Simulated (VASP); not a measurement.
A run of VASP 6.6.1 is set up as follows.

File INCAR:

```
ALGO     = Normal         # electronic algorithm
EDIFF    = 1E-6           # SCF threshold, eV
ENCUT    = 520            # plane-wave cutoff, eV
GGA      = PE             # functional
ISIF     = 2              # what is computed and relaxed
ISMEAR   = 0              # smearing method
ISPIN    = 2              # spin polarisation
LASPH    = T              # aspherical terms in the spheres
LCHARG   = F              # write CHGCAR
LMAXMIX  = 4              # l up to which the mixer works
LORBIT   = 11             # projections on sites
LREAL    = F              # projectors in reciprocal space
LWAVE    = F              # write WAVECAR
MAGMOM   = 0 0 0 0.11 0.82 # initial moments
NBANDS   = 43             # bands
NELM     = 150            # most SCF steps
PREC     = Accurate       # precision mode
SIGMA    = 0.1            # smearing width, eV
```

Contents of KPOINTS:

```
k-points
0
Gamma
  8 8 8
```

POSCAR

```
Ga3IrRu
1.0
    4.6300065167      0.0000000000      0.0000000000
    0.0000000000      4.6300065167      0.0000000000
    0.0000000000      0.0000000000      4.6300065167
Ga Ru Ir
3 1 1
Direct
    0.5000000000      0.0000000000      0.5000000000
    0.0000000000      0.5000000000      0.5000000000
    0.5000000000      0.5000000000      0.0000000000
    0.5000000000      0.5000000000      0.5000000000
    0.0000000000      0.0000000000      0.0000000000
```

Potentials or basis: VASP PAW PBE potentials, release 64 (Ga_d, Ru_pv, Ir).

Launch:

```sh
$ cat potpaw_PBE.64/Ga_d/POTCAR potpaw_PBE.64/Ru_pv/POTCAR potpaw_PBE.64/Ir/POTCAR > POTCAR
$ mpirun -np 1 vasp_std > vasp.out
```

Problem. Predict the site moments.

Solution. Ga +0.00; Ru +0.02; Ir +0.13 μB.

Problem. What does it give for the net moment?

Solution. 0.16 μB per cell.
